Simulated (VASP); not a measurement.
Here is a VASP 6.6.1 calculation.

INCAR

```
PREC     = Accurate       # precision mode
ENCUT    = 520            # plane-wave cutoff, eV
EDIFF    = 1E-6           # SCF threshold, eV
ISMEAR   = 0              # smearing method
SIGMA    = 0.1            # smearing width, eV
LREAL    = False          # projectors in reciprocal space
LASPH    = True           # aspherical terms in the spheres
NELM     = 60             # most SCF steps
ALGO     = Fast           # electronic algorithm
ISIF     = 2              # what is computed and relaxed
LWAVE    = False          # write WAVECAR
LCHARG   = False          # write CHGCAR
GGA      = PE             # functional
NBANDS   = 43             # bands
```

Contents of KPOINTS:

```
regular mesh
0
Gamma
  6 6 6
```

File POSCAR:

```
Sn4Ge
1.0
    1.7474834236      1.0089100235     12.5371183885
   -1.7474834236      1.0089100235     12.5371183885
    0.0000000000     -2.0178200515     12.5371183881
Sn Ge
4 1
Direct
    0.2998830677      0.2998830677      0.2998830677
    0.8941165185      0.8941165185      0.8941165185
    0.1058834815      0.1058834815      0.1058834815
    0.7001169323      0.7001169323      0.7001169323
    0.5000000000      0.5000000000      0.5000000000
```

Potentials or basis: VASP PAW PBE potentials, release 64 (Sn_d, Ge_d).

Run with:

```bash
$ cat potpaw_PBE.64/Sn_d/POTCAR potpaw_PBE.64/Ge_d/POTCAR > POTCAR
$ mpirun -np 1 vasp_std > vasp.out
```

Problem. What does it give for the band gap on the k mesh?

Solution. Zero (bands 35 and 36 overlap by 6.13 eV).

Problem. Estimate the largest force.

Solution. 0.020 eV/Å.

Problem. Estimate the pressure.

Solution. 0.1 GPa.

Forces in eV/Å, atoms in the order of the input:
```
Sn   0.000  0.000 -0.020
Sn   0.000  0.000 -0.005
Sn   0.000  0.000  0.005
Sn   0.000  0.000  0.020
Ge   0.000  0.000  0.000
```

Caveat: spin-orbit coupling is left out, which moves the levels of the heavy elements.
